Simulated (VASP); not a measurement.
W:

```
CELL_PARAMETERS angstrom
2.59000 0.00000 0.00000
0.00000 2.59000 0.00000
0.00000 0.00000 2.59000
ATOMIC_POSITIONS crystal
W 0.00000 0.00000 0.00000
```

```yaml
Program: VASP 6.6.1
Task: relaxation of cell and atoms
Functional: PBE
Potentials_or_basis: VASP PAW PBE potentials, release 64 (W_sv)
Cutoff: 600 eV
k_mesh: 9 × 9 × 9
Occupations: fermi-dirac, width 0.1 eV
Spin: no spin polarisation
```

At the start: pressure 14.5 GPa; volume 17.37 Å³/atom.

Task: How do energy, volume and symmetry change on relaxing?

Result: Over 4 steps the energy falls by 46.8 meV/atom and the volume is 18.47 Å³/atom (+6.3 %); space group Pm-3m (No. 221, to 0.05 Å).

The path:
```
step  energy change (eV)  largest force (eV/Å)  pressure (GPa)  volume (Å³)
   1              0.0000                0.0000           14.50        17.37
   2              0.2273                0.0000          -24.19        21.64
   3             -0.0466                0.0000           -0.78        18.53
   4             -0.0468                0.0000           -0.05        18.47
```

Final structure:
```
W
1.0
     2.64325    0.00000    0.00000
     0.00000    2.64325    0.00000
     0.00000    0.00000    2.64325
W
1
Direct
  0.00000 0.00000 0.00000
```
